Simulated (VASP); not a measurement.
BaS:

```xyz
2
Lattice="5.1668 0.0000 0.0000 -2.5834 4.4746 0.0000 0.0000 0.0000 3.4098" Properties=species:S:1:pos:R:3 pbc="T T T"
Ba    0.0000    0.0000    1.7049
S     2.5834    1.4915    0.0000
```

| Property | Result |
| --- | --- |
| Program | VASP 6.6.1 |
| Task | relaxation of cell and atoms |
| Functional | PBE |
| Potentials or basis | VASP PAW PBE potentials, release 64 (Ba_sv, S) |
| Cutoff | 600 eV |
| k mesh | 6 × 6 × 6 |
| Occupations | gaussian, width 0.1 eV |
| Spin | no spin polarisation |

At the start: pressure -3.2 GPa; volume 39.42 Å³/atom.

Task: Where does the relaxation end?

Result: Over 6 steps the energy falls by 639.4 meV/atom and the volume is 33.32 Å³/atom (-15.5 %); space group P-6m2 (No. 187, to 0.05 Å).

The path:
```
step  energy change (eV)  largest force (eV/Å)  pressure (GPa)  volume (Å³)
   1              0.0000                0.0000           -3.22        78.83
   2             -1.1778                0.0000           -0.76        68.91
   3             -1.2627                0.0000            0.50        66.21
   4             -1.2710                0.0000            1.22        64.84
   5             -1.2779                0.0000           -0.36        67.26
   6             -1.2788                0.0000            0.03        66.63
```

Final structure:
```xyz
2
Lattice="4.3853 0.0000 0.0000 -2.1927 3.7978 0.0000 0.0000 0.0000 4.0008" Properties=species:S:1:pos:R:3 pbc="T T T"
Ba   -2.1927    3.7978    2.0004
S     2.1927    1.2659    0.0000
```

Caveat: the volume moved by over 15 % at a fixed basis, so the end points are rough.
